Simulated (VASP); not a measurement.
# Ru5C in VASP: a series of runs, part 2 of 2

VASP 6.6.1. The steps go on from the part before.

## 4. Single point, PBE

The input, INCAR:

```
SYSTEM = Ru5C
ALGO     = Normal         ! electronic algorithm
DIPOL    = 0.5 0.5 0.385
EDIFF    = 1E-7           ! SCF threshold, eV
ENCUT    = 520            ! plane-wave cutoff, eV
GGA      = PE             ! functional
IDIPOL   = 3            
ISIF     = 2              ! what is computed and relaxed
ISMEAR   = 0              ! smearing method
LASPH    = .TRUE.         ! aspherical terms in the spheres
LCHARG   = .FALSE.        ! write CHGCAR
LDIPOL   = .TRUE.       
LREAL    = .FALSE.        ! projectors in reciprocal space
LWAVE    = .FALSE.        ! write WAVECAR
NBANDS   = 46             ! bands
NELM     = 80             ! most SCF steps
PREC     = Accurate       ! precision mode
SIGMA    = 0.1            ! smearing width, eV
```

The input, KPOINTS:

```
k-points
0
G
  12 12 1
  0 0 0
```

The input, POSCAR:

```
Ru5C
1.0
    2.7197977465      0.0000000000      0.0000000000
   -1.3598988732      2.3554139416      0.0000000000
    0.0000000000      0.0000000000     24.0359895925
Ru C
5 1
Direct
    0.6666666667      0.3333333333      0.1664171132
    0.3333333333      0.6666666667      0.2557968275
    0.6666666667      0.3333333333      0.3452060919
    0.3333333333      0.6666666667      0.4352311869
    0.6666666667      0.3333333333      0.5215507997
    1.0000000000      0.5000000000      0.5875104951
```

Potentials or basis: VASP PAW PBE potentials, release 64 (Ru_pv, C).

Launch:

```
$ cat potpaw_PBE.64/Ru_pv/POTCAR potpaw_PBE.64/C/POTCAR > POTCAR
$ mpirun -np 1 vasp_std > vasp.out
```

OUTCAR:

```text
SYSTEM = Ru5C
   EDIFF = 1E-7
   ENCUT = 520
   GGA = PE
   ISIF = 2
   ISMEAR = 0
   LASPH = .TRUE.
   LREAL = .FALSE.
   NELM = 80
   PREC = Accurate

 ion  position               nearest neighbor table
   1  0.667  0.333  0.166-   2 2.66   2 2.66   2 2.66
   2  0.333  0.667  0.256-   1 2.66   1 2.66   1 2.66   3 2.66   3 2.66   3 2.66
   3  0.667  0.333  0.345-   2 2.66   2 2.66   2 2.66   4 2.67   4 2.67   4 2.67
   4  0.333  0.667  0.435-   5 2.60   5 2.60   5 2.60   3 2.67   3 2.67   3 2.67
   5  0.667  0.333  0.522-   6 1.77   4 2.60   4 2.60   4 2.60   6 2.61   6 2.61
   6  0.000  0.500  0.588-   5 1.77   5 2.61   5 2.61

  LATTYP: Found a hexagonal cell.
 ALAT       =     2.7197977465
 C/A-ratio  =     8.8374180115

  Lattice vectors:

 A1 = (   2.7197977465,   0.0000000000,   0.0000000000)
 A2 = (  -1.3598988732,   2.3554139416,   0.0000000000)
 A3 = (   0.0000000000,   0.0000000000,  24.0359895925)

Analysis of symmetry for initial positions (statically):
=====================================================================
 Subroutine PRICEL returns:
 Original cell was already a primitive cell.

 Routine SETGRP: Setting up the symmetry group for a
 hexagonal supercell.

 Subroutine GETGRP returns: Found  2 space group operations
 (whereof  2 operations were pure point group operations)
 out of a pool of 24 trial point group operations.

The static configuration has the point symmetry C_1h.

Analysis of symmetry for dynamics (positions and initial velocities):
=====================================================================
 Subroutine PRICEL returns:
 Original cell was already a primitive cell.

 Routine SETGRP: Setting up the symmetry group for a
 hexagonal supercell.

 Subroutine GETGRP returns: Found  2 space group operations
 (whereof  2 operations were pure point group operations)
 out of a pool of 24 trial point group operations.
[... 135 lines left out ...]
   LHFCALC =     F    Hartree Fock is set to
   AEXX    =    0.0000 exact exchange contribution
   IVDW    =     0    specifies the selected vdW correction
   LEPSILON=     F    determine dielectric tensor
   LRPA    =     F    only Hartree local field effects (RPA)
 non-spin polarized calculation
 Gauss-broadening in eV      SIGMA  =   0.10
  energy-cutoff  :      520.00
  volume of cell :      153.98
 maximum number of plane-waves:      4185
   NGX = 11   NGY = 11   NGZ = 89

 dipolmoment           0.000000      0.000000     -0.023205 electrons x Angstroem

 number of electron      74.0000016 magnetization

 dipolmoment           0.000000      0.000000      0.057773 electrons x Angstroem

 Free energy of the ion-electron system (eV)
  ---------------------------------------------------
  ext. energy  EPLUGINS =         0.00000000
  ---------------------------------------------------
  free energy    TOTEN  =       -50.27314611 eV

  energy without entropy =      -50.25200577  energy(sigma->0) =      -50.26257594

 E-fermi :   2.9763     XC(G=0):  -7.6320

 val. band max:        2.9753009797   @ k =   0.0000   0.5000   0.0000
 cond. band min:       2.9877950387   @ k =   0.0000   0.0833   0.0000
 fundamental gap:      0.0124940589
 Fermi energy:         2.9763432478

 k-point     1 :       0.0000    0.0000    0.0000
  band No.  band energies     occupation
      1     -40.7419      2.00000
      2     -40.5046      2.00000
      3     -40.1207      2.00000
      4     -39.9005      2.00000
      5     -39.8154      2.00000
      6     -39.8099      2.00000
[... 1165 lines left out ...]
     45       5.3218      0.00000
     46       6.1272      0.00000

 [... further k-points ...]

------------------------ aborting loop because EDIFF is reached ----------------------------------------

 vacuum level on the upper side and lower side of the slab       (xc-potential included)         0.683        -0.931

  FORCE on cell =-STRESS in cart. coord.  units (eV):
  Direction    XX          YY          ZZ          XY          YZ          ZX
  --------------------------------------------------------------------------------------
  -------------------------------------------------------------------------------------
  Total        0.2438089      1.1827795      1.8183108     -0.8131724      0.9577593      1.6588764
  in kB        2.5368468     12.3068954     18.9196386     -8.4611103      9.9655462     17.2607135
  external PRESSURE =      11.2544603 kB  Pullay stress =       0.0000000 kB

 VOLUME and BASIS-vectors are now :
 -----------------------------------------------------------------------------
  energy-cutoff  :      520.00
  volume of cell :      153.98
      direct lattice vectors                 reciprocal lattice vectors
     2.719797746  0.000000000  0.000000000     0.367674398  0.212276913  0.000000000
    -1.359898873  2.355413942  0.000000000     0.000000000  0.424553826  0.000000000
     0.000000000  0.000000000 24.035989592     0.000000000  0.000000000  0.041604278

 POSITION                                       TOTAL-FORCE (eV/Angst)
 -----------------------------------------------------------------------------------
      1.35990      0.78514      4.00000        -0.028052     -0.016196      0.677257
     -0.00000      1.57028      6.14833        -0.000096     -0.000056     -0.412130
      1.35990      0.78514      8.29737         0.036803      0.021248     -0.201348
     -0.00000      1.57028     10.46121        -0.216054     -0.124739     -1.905168
      1.35990      0.78514     12.53599        -0.503251     -0.290552      1.697878
     -0.67995      1.17771     14.12140         0.710651      0.410294      0.143512
 -----------------------------------------------------------------------------------
    total drift:                                0.000018      0.000010      0.000164

  FREE ENERGIE OF THE ION-ELECTRON SYSTEM (eV)
  ---------------------------------------------------
  free  energy   TOTEN  =       -50.2731461122 eV

  energy  without entropy=      -50.2520057666  energy(sigma->0) =      -50.26257594

 vacuum level on the upper side and lower side of the slab         9.601         7.941
```

stdout:

```text
POSCAR found type information on POSCAR RuC
 POSCAR found :  2 types and       6 ions
 scaLAPACK will be used
 LDA part: xc-table for (Slater+PW92), standard interpolation
 POSCAR, INCAR and KPOINTS ok, starting setup
 FFT: planning ... GRIDC
 FFT: planning ... GRID_SOFT
 FFT: planning ... GRID
 WAVECAR not read
 entering main loop
```

Run time: 6 min. Hardware: 1 thread of Intel Xeon 6975P-C (Granite Rapids), shared host; peak memory 0.39 GiB.

Results:

| Property | Result |
| --- | --- |
| Free energy | -50.2731 eV |
| Largest force | 1.921 eV/Å |
| Band gap on the k mesh | zero (bands 37 and 38 overlap by 2.45 eV) |

Forces on the atoms (eV/Å):
```
Ru  -0.028 -0.016  0.677
Ru   0.000  0.000 -0.412
Ru   0.037  0.021 -0.201
Ru  -0.216 -0.125 -1.905
Ru  -0.503 -0.291  1.698
C    0.711  0.410  0.144
```

## 5. Overview

| cell | gap on the mesh (eV) | largest force (eV/Å) |
| --- | --- | --- |
| as given, atomic positions A | none | 2.35 |
| as given, atomic positions B | none | 2.05 |
| as given, atomic positions C | none | 1.92 |

Alike in all rows: task single point; level PBE; potentials or basis VASP PAW PBE potentials, release 64 (Ru_pv, C); no spin polarisation; k mesh 12 × 12 × 1; cutoff (eV) 520; smearing gaussian 0.1 eV.

Total energies depend on the potentials used, so only differences within one code and one set of settings carry meaning.
